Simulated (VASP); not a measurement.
NaCl: single point with PBEsol

Crystal: NaCl.

```xyz
2
Lattice="0.0000 2.6452 2.6452 2.6452 0.0000 2.6452 2.6452 2.6452 0.0000" Properties=species:S:1:pos:R:3 pbc="T T T"
Na    0.0000    0.0000    0.0000
Cl    2.6452    2.6452    2.6452
```

```yaml
Program: VASP 6.6.1
Task: single point
Functional: PBEsol
Potentials_or_basis: VASP PAW PBE potentials, release 64 (Na_pv, Cl)
Cutoff: 520 eV
k_mesh: 8 × 8 × 8
Occupations: gaussian, width 0.02 eV
Spin: no spin polarisation
```

| Item | Value |
| --- | --- |
| Pressure | 6.8 GPa |
| Band gap on the k mesh | 5.75 eV |

Levels at points of the mesh, in eV from the valence-band top:
| k point | band 5 | band 6 | band 7 | band 8 | band 9 | band 10 |
| --- | --- | --- | --- | --- | --- | --- |
| (0.00, 0.00, 0.00) | 0.00 | 0.00 | 0.00 | 5.75 | 11.12 | 11.12 |
| (0.50, 0.00, 0.00) | -2.65 | -0.40 | -0.40 | 7.37 | 11.28 | 11.28 |
| (0.50, 0.50, 0.00) | -2.29 | -0.82 | -0.82 | 7.62 | 7.95 | 12.57 |

Run time: 18 s on 1 thread of Intel Xeon 8259CL (shared host), peak memory 0.15 GiB.

Caveat: the cell stands under pressure; the PAW data sets were made with another functional, which shifts forces and pressure a little. As with any semilocal functional, this PBEsol gap is likely too small.
